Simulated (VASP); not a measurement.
Input of a VASP 6.6.1 run:

The input INCAR:

```
  PREC = Accurate
  ENCUT = 520
  EDIFF = 1E-6
  ISMEAR = -1
  SIGMA = 0.05
  LREAL = F
  LASPH = T
  NELM = 80
  ALGO = Normal
  ISIF = 2
  LWAVE = F
  LCHARG = F
  GGA = PE
  NBANDS = 25
```

The input KPOINTS:

```
Automatic mesh
0
Gamma
  8 8 3
```

POSCAR

```
CaBr
1.0
    3.3790749832      0.0000000000      0.0000000000
   -1.6895374916      2.9263647767      0.0000000000
    0.0000000000      0.0000000000      9.1282361436
Br Ca
2 2
Direct
    0.6666666667      0.3333333333      0.5439842340
    0.3333333333      0.6666666667      0.0439842340
    0.6666666667      0.3333333333      0.8310157660
    0.3333333333      0.6666666667      0.3310157660
```

Potentials or basis: VASP PAW PBE potentials, release 64 (Br, Ca_sv).

Run with:

```bash
$ cat potpaw_PBE.64/Br/POTCAR potpaw_PBE.64/Ca_sv/POTCAR > POTCAR
$ mpirun -np 1 vasp_std > vasp.out
```

Problem. Predict the largest force.

Solution. 0.010 eV/Å.

Problem. Predict the band gap on the k mesh.

Solution. Zero (bands 17 and 18 overlap by 1.24 eV).

Problem. Estimate the pressure.

Solution. 20.2 GPa.

Stress tensor (GPa, compression positive):
```
20.12  0.00  0.00
 0.00 20.12  0.00
 0.00  0.00 20.43
```

Caveat: the cell stands under pressure.
